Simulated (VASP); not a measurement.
# Ba (Im-3m) in VASP: further runs

Ba is run at these levels: PBE; tasks: single point.

Program: VASP 6.6.1. These are calculated values, not measurements. Logs are shortened: lines on timing, memory, paths and dates and some standing lists are left out, and cuts for length are marked.

## 1. The cell of the first run

It takes space group Im-3m (No. 229, cubic). Conventional cell: a = 5.013 Å, b = 5.013 Å, c = 5.013 Å, α = 90.00°, β = 90.00°, γ = 90.00°. Within 5.7 Å of Ba (site symmetry m-3m) lie 14 Ba at 4.34 to 5.01 Å.

## 2. Single point, PBE

INCAR reads:

```
SYSTEM = Ba
PREC     = Accurate       ! precision mode
ENCUT    = 500            ! plane-wave cutoff, eV
EDIFF    = 1E-6           ! SCF threshold, eV
ISMEAR   = -1             ! smearing method
SIGMA    = 0.05           ! smearing width, eV
LREAL    = .FALSE.        ! projectors in reciprocal space
LASPH    = .TRUE.         ! aspherical terms in the spheres
NELM     = 120            ! most SCF steps
ALGO     = Normal         ! electronic algorithm
ISIF     = 2              ! what is computed and relaxed
LWAVE    = .FALSE.        ! write WAVECAR
LCHARG   = .TRUE.         ! write CHGCAR
GGA      = PE             ! functional
LELF     = .TRUE.         ! ELF
LVHAR    = .TRUE.       
NBANDS   = 11             ! bands
GGA_COMPAT= .FALSE.
```

KPOINTS reads:

```
Automatic mesh
0
G
  2 2 2
  0 0 0
```

POSCAR reads:

```
Ba
1.0
   -2.5065000000      2.5065000000      2.5065000000
    2.5065000000     -2.5065000000      2.5065000000
    2.5065000000      2.5065000000     -2.5065000000
Ba
1
Direct
    0.0000000000      0.0000000000      0.0000000000
```

Potentials or basis: VASP PAW PBE potentials, release 64 (Ba_sv).

Command:

```
$ cat potpaw_PBE.64/Ba_sv/POTCAR > POTCAR
$ mpirun -np 1 vasp_std > vasp.out
```

OUTCAR:

```text
SYSTEM = Ba
   PREC = Accurate
   ENCUT = 500
   EDIFF = 1E-6
   ISMEAR = -1
   LREAL = .FALSE.
   LASPH = .TRUE.
   NELM = 120
   ISIF = 2
   GGA = PE

 ion  position               nearest neighbor table
   1  0.000  0.000  0.000-

  LATTYP: Found a body centered cubic cell.
 ALAT       =     5.0130000000

  Lattice vectors:

 A1 = (  -2.5065000000,   2.5065000000,   2.5065000000)
 A2 = (   2.5065000000,  -2.5065000000,   2.5065000000)
 A3 = (   2.5065000000,   2.5065000000,  -2.5065000000)

Analysis of symmetry for initial positions (statically):
=====================================================================
 Subroutine PRICEL returns:
 Original cell was already a primitive cell.

 Routine SETGRP: Setting up the symmetry group for a
 body centered cubic supercell.

 Subroutine GETGRP returns: Found 48 space group operations
 (whereof 48 operations were pure point group operations)
 out of a pool of 48 trial point group operations.

The static configuration has the point symmetry O_h .

Analysis of symmetry for dynamics (positions and initial velocities):
=====================================================================
 Subroutine PRICEL returns:
 Original cell was already a primitive cell.

 Routine SETGRP: Setting up the symmetry group for a
 body centered cubic supercell.

 Subroutine GETGRP returns: Found 48 space group operations
 (whereof 48 operations were pure point group operations)
 out of a pool of 48 trial point group operations.

The dynamic configuration has the point symmetry O_h .

 Subroutine INISYM returns: Found 48 space group operations
 (whereof 48 operations are pure point group operations),
 and found     1 'primitive' translations

----------------------------------------------------------------------------------------

                                     Primitive cell

  volume of cell :      62.9888

  direct lattice vectors                    reciprocal lattice vectors
    -2.506500000  2.506500000  2.506500000     0.000000000  0.199481348  0.199481348
     2.506500000 -2.506500000  2.506500000     0.199481348  0.000000000  0.199481348
     2.506500000  2.506500000 -2.506500000     0.199481348  0.199481348  0.000000000

  length of vectors
     4.341385349  4.341385349  4.341385349     0.282109228  0.282109228  0.282109228

  position of ions in fractional coordinates (direct lattice)
     0.000000000  0.000000000  0.000000000

  ion indices of the primitive-cell ions
   primitive index   ion index
                 1           1

[... 56 lines left out ...]
   ISYM   =      2    0-nonsym 1-usesym 2-fastsym
   POTIM  = 0.5000    time-step for ionic-motion
   TEBEG  =    0.0;   TEEND  =   0.0 temperature during run
   PSTRESS=    0.0 pullay stress
   NELECT =      10.0000    total number of electrons
   NUPDOWN=      -1.0000    fix difference up-down
   EMIN   =  10.00;   EMAX   =-10.00  energy-range for DOS
   EFERMI =   0.00;   METHOD = LEGACY
   ISMEAR =    -1;   SIGMA  =   0.05  broadening in eV -4-tet -1-fermi 0-gaus
   EFERMI_NEDOS =   21; number of points for ismear=-14 and -15
   IALGO  =     38    algorithm
   IMIX   =      4    mixing-type and parameters
     AMIX     =   0.40;   BMIX     =  1.00
     AMIX_MAG =   1.60;   BMIX_MAG =  1.00
  volume/ion in A,a.u.               =      62.99       425.07
  Fermi-wavevector in a.u.,A,eV,Ry     =   0.886449  1.675146 10.691349  0.785792
  Thomas-Fermi vector in A             =   2.007617
   LORBIT       =      0    0 simple, 1 ext, 2 COOP (PROOUT), +10 PAW based schemes
   GGA     = PE    functional components
   LHFCALC =     F    Hartree Fock is set to
   AEXX    =    0.0000 exact exchange contribution
   IVDW    =     0    specifies the selected vdW correction
   LEPSILON=     F    determine dielectric tensor
   LRPA    =     F    only Hartree local field effects (RPA)
 non-spin polarized calculation
  energy-cutoff  :      500.00
  volume of cell :       62.99
 maximum number of plane-waves:      1638
 NGX is ok and might be reduce to    32
   NGX = 15   NGY = 15   NGZ = 15

 number of electron      10.0000000 magnetization

 number of electron       9.9999999 magnetization

 Free energy of the ion-electron system (eV)
  ---------------------------------------------------
  ext. energy  EPLUGINS =         0.00000000
  ---------------------------------------------------
  free energy    TOTEN  =        -2.55127248 eV

  energy without entropy =       -2.53341884  energy(sigma->0) =       -2.54234566

 E-fermi :   1.1302     XC(G=0):  -7.3881

 val. band max:        1.1296858343   @ k =   0.5000   0.5000   0.5000
 cond. band min:       2.3557171632   @ k =   0.5000   0.0000   0.0000
 fundamental gap:      1.2260313289
 Fermi energy:         1.1302081308

 k-point     1 :       0.0000    0.0000    0.0000
  band No.  band energies     occupation
      1     -27.2054      2.00000
      2     -12.1521      2.00000
      3     -12.1521      2.00000
      4     -12.1521      2.00000
      5      -1.0798      2.00000
      6       3.4929      0.00000
      7       3.4929      0.00000
      8       3.4929      0.00000
      9       4.9044      0.00000
     10       4.9044      0.00000
     11       8.6095      0.00000
[... 15 lines left out ...]
 k-point     3 :       0.5000    0.5000    0.5000
  band No.  band energies     occupation
      1     -27.1297      2.00000
      2     -12.4724      2.00000
      3     -12.4724      2.00000
      4     -12.4724      2.00000
      5       1.1297      1.00522
      6       1.1297      1.00522
      7       6.0290      0.00000
      8       6.0290      0.00000
      9       6.0290      0.00000
     10       6.3980      0.00000
     11       6.3980      0.00000

------------------------ aborting loop because EDIFF is reached ----------------------------------------

  FORCE on cell =-STRESS in cart. coord.  units (eV):
  Direction    XX          YY          ZZ          XY          YZ          ZX
  --------------------------------------------------------------------------------------
  -------------------------------------------------------------------------------------
  Total       -1.6182866     -1.6182866     -1.6182866      0.0000000      0.0000000      0.0000000
  in kB      -41.1626087    -41.1626087    -41.1626087      0.0000000      0.0000000      0.0000000
  external PRESSURE =     -41.1626087 kB  Pullay stress =       0.0000000 kB

 VOLUME and BASIS-vectors are now :
 -----------------------------------------------------------------------------
  energy-cutoff  :      500.00
  volume of cell :       62.99
      direct lattice vectors                 reciprocal lattice vectors
    -2.506500000  2.506500000  2.506500000     0.000000000  0.199481348  0.199481348
     2.506500000 -2.506500000  2.506500000     0.199481348  0.000000000  0.199481348
     2.506500000  2.506500000 -2.506500000     0.199481348  0.199481348  0.000000000

 POSITION                                       TOTAL-FORCE (eV/Angst)
 -----------------------------------------------------------------------------------
      0.00000      0.00000      0.00000        -0.000000     -0.000000     -0.000000
 -----------------------------------------------------------------------------------
    total drift:                               -0.000000      0.000000     -0.000000

  FREE ENERGIE OF THE ION-ELECTRON SYSTEM (eV)
  ---------------------------------------------------
  free  energy   TOTEN  =        -2.5512724754 eV

  energy  without entropy=       -2.5334188402  energy(sigma->0) =       -2.54234566
```

Wall time 8.3 s (1 thread of Intel Xeon 8259CL, shared host); peak memory 0.17 GiB.

What came out:

```yaml
Free_energy: -2.5513 eV
Pressure: -4.1 GPa
Band_gap_on_the_k_mesh: zero (filled and empty bands touch)
```

Levels at points of the mesh, in eV from the Fermi level:
| k point | band 3 | band 4 | band 5 | band 6 | band 7 | band 8 |
| --- | --- | --- | --- | --- | --- | --- |
| (0.00, 0.00, 0.00) | -13.28 | -13.28 | -2.21 | 2.36 | 2.36 | 2.36 |
| (0.50, 0.00, 0.00) | -13.43 | -13.29 | -0.35 | 1.23 | 1.80 | 3.74 |
| (0.50, 0.50, 0.50) | -13.60 | -13.60 | 0.00 | 0.00 | 4.90 | 4.90 |

Caveat: the k points lie up to 0.89 Å⁻¹ apart; spin-orbit coupling is left out, which moves the levels of the heavy elements.

## 3. Single point, PBE

INCAR reads:

```
SYSTEM = Ba
ALGO = Normal
EDIFF = 1E-6
ENCUT = 500
GGA = PE
GGA_COMPAT = .False.
ISIF = 2
ISMEAR = -1
LASPH = .True.
LCHARG = .False.
LREAL = .False.
LWAVE = .False.
NBANDS = 11
NELM = 120
PREC = Accurate
SIGMA = 0.05
```

KPOINTS reads:

```
k-points
0
Gamma
  3 3 3
  0 0 0
```

POSCAR is that of step 2.

Potentials or basis: VASP PAW PBE potentials, release 64 (Ba_sv).

Command:

```
$ cat potpaw_PBE.64/Ba_sv/POTCAR > POTCAR
$ mpirun -np 1 vasp_std > vasp.out
```

OUTCAR:

```text
SYSTEM = Ba
   EDIFF = 1E-6
   ENCUT = 500
   GGA = PE
   ISIF = 2
   ISMEAR = -1
   LASPH = .True.
   LREAL = .False.
   NELM = 120
   PREC = Accurate

 ion  position               nearest neighbor table
   1  0.000  0.000  0.000-

  LATTYP: Found a body centered cubic cell.
 ALAT       =     5.0130000000

  Lattice vectors:

 A1 = (  -2.5065000000,   2.5065000000,   2.5065000000)
 A2 = (   2.5065000000,  -2.5065000000,   2.5065000000)
[... 213 lines left out ...]
      9       4.8500      0.00000
     10       5.3613      0.00000
     11       9.5411      0.00000

------------------------ aborting loop because EDIFF is reached ----------------------------------------

  FORCE on cell =-STRESS in cart. coord.  units (eV):
  Direction    XX          YY          ZZ          XY          YZ          ZX
  --------------------------------------------------------------------------------------
  -------------------------------------------------------------------------------------
  Total       -0.2073239     -0.2073239     -0.2073239      0.0000000      0.0000000     -0.0000000
  in kB       -5.2734754     -5.2734754     -5.2734754      0.0000000      0.0000000     -0.0000000
  external PRESSURE =      -5.2734754 kB  Pullay stress =       0.0000000 kB

 VOLUME and BASIS-vectors are now :
 -----------------------------------------------------------------------------
  energy-cutoff  :      500.00
  volume of cell :       62.99
      direct lattice vectors                 reciprocal lattice vectors
    -2.506500000  2.506500000  2.506500000     0.000000000  0.199481348  0.199481348
     2.506500000 -2.506500000  2.506500000     0.199481348  0.000000000  0.199481348
     2.506500000  2.506500000 -2.506500000     0.199481348  0.199481348  0.000000000

 POSITION                                       TOTAL-FORCE (eV/Angst)
 -----------------------------------------------------------------------------------
      0.00000      0.00000      0.00000        -0.000000      0.000000     -0.000000
 -----------------------------------------------------------------------------------
    total drift:                                0.000000      0.000000     -0.000000

  FREE ENERGIE OF THE ION-ELECTRON SYSTEM (eV)
  ---------------------------------------------------
  free  energy   TOTEN  =        -1.8200109957 eV

  energy  without entropy=       -1.7877863849  energy(sigma->0) =       -1.80389869
```

OSZICAR:

```text
N       E                     dE             d eps       ncg     rms          rms(c)
DAV:   1     0.480409039696E+02    0.48041E+02   -0.39239E+03    88   0.703E+02
DAV:   2     0.804121069160E+00   -0.47237E+02   -0.46205E+02   106   0.127E+02
DAV:   3    -0.172902134149E+01   -0.25331E+01   -0.25118E+01   111   0.312E+01
DAV:   4    -0.181698661484E+01   -0.87965E-01   -0.87812E-01   108   0.521E+00
DAV:   5    -0.181828216900E+01   -0.12956E-02   -0.12953E-02   122   0.584E-01    0.175E+00
DAV:   6    -0.181811714333E+01    0.16503E-03   -0.36681E-03    97   0.581E-01    0.105E+00
DAV:   7    -0.181955415164E+01   -0.14370E-02   -0.81861E-03   100   0.960E-01    0.677E-02
DAV:   8    -0.181999055400E+01   -0.43640E-03   -0.63858E-04   108   0.156E-01    0.394E-02
DAV:   9    -0.182000566198E+01   -0.15108E-04   -0.27083E-05   114   0.434E-02    0.109E-02
DAV:  10    -0.182001022193E+01   -0.45600E-05   -0.12421E-05    97   0.212E-02    0.250E-03
DAV:  11    -0.182001099571E+01   -0.77379E-06   -0.62263E-07    73   0.631E-03
   1 F= -.18200110E+01 E0= -.18038987E+01  d E =-.322246E-01
```

stdout:

```text
POSCAR found type information on POSCAR Ba
 POSCAR found :  1 types and       1 ions
 scaLAPACK will be used
 LDA part: xc-table for (Slater+PW92), standard interpolation
 POSCAR, INCAR and KPOINTS ok, starting setup
 FFT: planning ... GRIDC
 FFT: planning ... GRID_SOFT
 FFT: planning ... GRID
 WAVECAR not read
 entering main loop
```

Run time: 8.3 s. Hardware: 1 thread of Intel Xeon 8259CL, shared host; peak memory 0.17 GiB.

What came out:

* Free energy: -1.8200 eV
* Pressure: -0.5 GPa
* Band gap on the k mesh: zero (band 5 reaches 1.77 eV, above the bottom of band 6 at 1.69 eV)

Caveat: the k points lie up to 0.59 Å⁻¹ apart; spin-orbit coupling is left out, which moves the levels of the heavy elements.

## 4. Single point, PBE

INCAR reads:

```
SYSTEM = Ba
ALGO = Normal ; EDIFF = 1E-6
ENCUT = 500 ; GGA = PE
GGA_COMPAT = .FALSE. ; ISIF = 2
ISMEAR = -1 ; LASPH = .TRUE.
LCHARG = .FALSE. ; LREAL = .FALSE.
LWAVE = .FALSE. ; NBANDS = 11
NELM = 120 ; PREC = Accurate
SIGMA = 0.05
```

KPOINTS reads:

```
k-points
0
G
  5 5 5
  0 0 0
```

POSCAR is that of step 3.

Command:

```
$ cat potpaw_PBE.64/Ba_sv/POTCAR > POTCAR
$ mpirun -np 1 vasp_std > vasp.out
```

Wall time 11 s (1 thread of Intel Xeon 8259CL, shared host); peak memory 0.17 GiB.

It converged, with:

| Property | Result |
| --- | --- |
| Free energy | -1.9199 eV |
| Pressure | -0.1 GPa |
| Band gap on the k mesh | zero (band 5 reaches 1.83 eV, above the bottom of band 6 at 1.31 eV) |

Levels at points of the mesh, in eV from the Fermi level:
```tsv
k point	band 1	band 2	band 3	band 4	band 5	band 6	band 7	band 8	band 9	band 10
(0.00, 0.00, 0.00)	-28.95	-13.90	-13.90	-13.90	-2.81	1.77	1.77	1.77	3.17	3.17
```

Caveat: spin-orbit coupling is left out, which moves the levels of the heavy elements.

## 5. The runs side by side

```tsv
k mesh	gap on the mesh (eV)	pressure (GPa)
2 × 2 × 2	none	-4.1
3 × 3 × 3	none	-0.5
5 × 5 × 5	none	-0.1
```

Alike in all rows: task single point; level PBE; potentials or basis VASP PAW PBE potentials, release 64 (Ba_sv); no spin polarisation; cell as given; cutoff (eV) 500; smearing fermi-dirac 0.05 eV.

Caveats: some runs use coarse meshes; spin-orbit coupling is left out, which moves the levels of the heavy elements.

Total energies depend on the potentials used, so only differences within one code and one set of settings carry meaning.
